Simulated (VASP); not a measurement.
Set up this calculation in VASP 6.6.1, as the native input.

| Quantity | Value |
| --- | --- |
| Task | single point |
| Functional | PBEsol |
| Potentials or basis | VASP PAW PBE potentials, release 64 (Pt) |
| Cutoff | 520 eV |
| k mesh | 4 × 4 × 4 |
| Occupations | gaussian, width 0.1 eV |
| Spin | no spin polarisation |
| Dipole correction | no |
| Further INCAR settings | LREAL = Auto; ALGO = Fast; EDIFF = 1e-07; NBANDS = 154 |

The structure of Pt lies in POSCAR:

```
Pt
1.0
    0.0000000000      5.8769744843     -5.8769744843
    5.8769744843      5.8769744843      0.0000000000
    5.8769744843      0.0000000000     -5.8769744843
Pt
27
Direct
    0.6666666667      0.0000000000      0.6666666667
    0.6666666667      0.3333333333      0.6666666667
    0.6666666667      0.6666666667      0.6666666667
    0.3333333333      1.0000000000      0.6666666667
    0.3333333333      0.3333333333      0.6666666667
    0.3333333333      0.6666666667      0.6666666667
    0.0000000000      0.0000000000      0.6666666667
    0.0000000000      0.3333333333      0.6666666667
    0.0000000000      0.6666666667      0.6666666667
    0.6666666667      1.0000000000      0.3333333333
    0.6666666667      0.3333333333      0.3333333333
    0.6666666667      0.6666666667      0.3333333333
    0.3333333333      0.0000000000      0.3333333333
    0.3333333333      0.3333333333      0.3333333333
    0.3333333333      0.6666666667      0.3333333333
    0.0000000000      0.0000000000      0.3333333333
    0.0000000000      0.3333333333      0.3333333333
    0.0000000000      0.6666666667      0.3333333333
    0.6666666667      0.0000000000      0.0000000000
    0.6666666667      0.3333333333      0.0000000000
    0.6666666667      0.6666666667      0.0000000000
    0.3333333333      0.0000000000      0.0000000000
    0.3333333333      0.3333333333      0.0000000000
    0.3333333333      0.6666666667      0.0000000000
    0.0000000000      0.0000000000      0.0000000000
    0.0000000000      0.3333333333      0.0000000000
    0.0000000000      0.6666666667      0.0000000000
```

One way to write it, as run:

INCAR

```
SYSTEM = Pt
ALGO = Fast ; EDIFF = 1E-7
ENCUT = 520 ; GGA = PS
ISIF = 2 ; ISMEAR = 0
LASPH = .TRUE. ; LCHARG = .FALSE.
LREAL = Auto ; LWAVE = .FALSE.
NBANDS = 154 ; NELM = 80
PREC = Accurate ; SIGMA = 0.1
```

KPOINTS

```
k-points
0
G
  4 4 4
  0 0 0
```

Potentials or basis: VASP PAW PBE potentials, release 64 (Pt).

Run with:

```console
$ cat potpaw_PBE.64/Pt/POTCAR > POTCAR
$ mpirun -np 1 vasp_std > vasp.out
```

It gave:

```json
{
  "Pressure": "-0.2 GPa",
  "Band gap on the k mesh": "zero (bands 135 and 136 overlap by 0.82 eV)"
}
```

Caveat: the PAW data sets were made with another functional, which shifts forces and pressure a little; spin-orbit coupling is left out, which moves the levels of the heavy elements.

It took 28 min on 1 thread of AMD EPYC 7R13 Processor (Zen 3) (shared host), peak memory 0.72 GiB.
